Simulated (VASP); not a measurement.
BAs, 2 atoms in the cell. Symmetry: I-4m2, No. 119, tetragonal system. Conventional cell: a = 3.378 Å, b = 3.378 Å, c = 4.729 Å, α = 90.00°, β = 90.00°, γ = 90.00°. Within 2.7 Å of B (site symmetry -4m2) lie 4 As at 2.06 Å. Within 2.7 Å of As (site symmetry -4m2) lie 4 B at 2.06 Å.  This cell differs from its parent crystal: zz strain of -1 %.

- Program: VASP 6.6.1
- Task: single point
- Functional: LDA
- Potentials or basis: VASP PAW LDA potentials, release 64 (B, As)
- Cutoff: 520 eV
- k mesh: 13 × 13 × 13
- Occupations: fermi-dirac, width 0.05 eV
- Spin: no spin polarisation
- Dipole correction: no
- Further INCAR settings: ALGO = Normal; EDIFF = 1e-07; NBANDS = 11

Potentials or basis: VASP PAW LDA potentials, release 64 (B, As).

Launch:

```console
$ cat potpaw_LDA.64/B/POTCAR potpaw_LDA.64/As/POTCAR > POTCAR
$ mpirun -np 1 vasp_std > vasp.out
```

Hardware: 1 thread of Intel Xeon 6975P-C (shared host).

Q: How long does it take, and how much memory?

A: It took 47 s on 1 thread of Intel Xeon 6975P-C, with other jobs on the host, peak memory 0.19 GiB. Counts: scf iterations 13, k points 196.
